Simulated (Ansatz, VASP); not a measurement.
## CsBr in VASP and in Ansatz

```xyz
2
Lattice="4.2860 0.0000 0.0000 0.0000 4.2860 0.0000 0.0000 0.0000 4.2860" Properties=species:S:1:pos:R:3 pbc="T T T"
Cs    0.0000    0.0000    0.0000
Br    2.1430    2.1430    2.1430
```

Alike in both runs: task single point; functional r2SCAN; k mesh 8 × 8 × 8; occupations gaussian, width 0.05 eV; no spin polarisation.

|  | VASP | Ansatz |
| --- | --- | --- |
| version | VASP 6.6.1 | Ansatz 0.2.0 |
| potentials or method | VASP PAW PBE potentials, release 64 (Cs_sv, Br), cutoff 550 eV | scalar-relativistic, plane waves, PAW |
| valence electrons in the cell | 16 | 16 |

|  | VASP | Ansatz | Ansatz less VASP |
| --- | --- | --- | --- |
| gap on the k mesh at the Fermi level (eV) | 5.29 | 5.30 | +0.015 |
| least direct gap on the mesh (eV) | 5.29 | 5.30 | +0.015 |
| pressure (GPa) | 0.5 | 0.4 | -0.05 |

VASP's potentials were made for PBE, not for r2SCAN.

Spin-orbit coupling is off throughout.
